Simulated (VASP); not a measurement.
# BP: single point with PBEsol

Crystal: BP.

```
P B
1.0
     0.00000    2.23833    2.23833
     2.23833    0.00000    2.23833
     2.23833    2.23833    0.00000
P B
1 1
Direct
  0.75000 0.75000 0.75000
  0.00000 0.00000 0.00000
```

This cell differs from its parent crystal: volume scaled by 0.96.

```yaml
Program: VASP 6.6.1
Task: single point
Functional: PBEsol
Potentials_or_basis: VASP PAW PBE potentials, release 64 (P, B)
Cutoff: 520 eV
k_mesh: 10 × 10 × 10
Occupations: fermi-dirac, width 0.05 eV
Spin: no spin polarisation
Dipole_correction: no
Further_INCAR_settings: ALGO = Normal; EDIFF = 1e-06; NBANDS = 11
```

| Item | Value |
| --- | --- |
| Pressure | 5.3 GPa |
| Band gap on the k mesh | 1.08 eV, indirect (least direct gap 3.42 eV) |

Levels at points of the mesh, in eV from the valence-band top:
```tsv
k point	band 1	band 2	band 3	band 4	band 5	band 6	band 7	band 8
(0.00, 0.00, 0.00)	-15.87	0.00	0.00	0.00	3.42	3.42	3.42	7.97
(0.50, 0.00, 0.00)	-12.36	-9.39	-1.82	-1.82	3.98	4.68	4.68	10.07
(0.50, 0.50, 0.00)	-10.77	-8.81	-4.29	-4.29	1.15	1.48	12.48	12.48
```

Run time: 3.6 s on 1 thread of Intel(R) Xeon(R) 6975P-C (Granite Rapids), with other jobs on the host, peak memory 0.13 GiB.

Caveat: the PAW data sets were made with another functional, which shifts forces and pressure a little. A k mesh can miss the band edges.
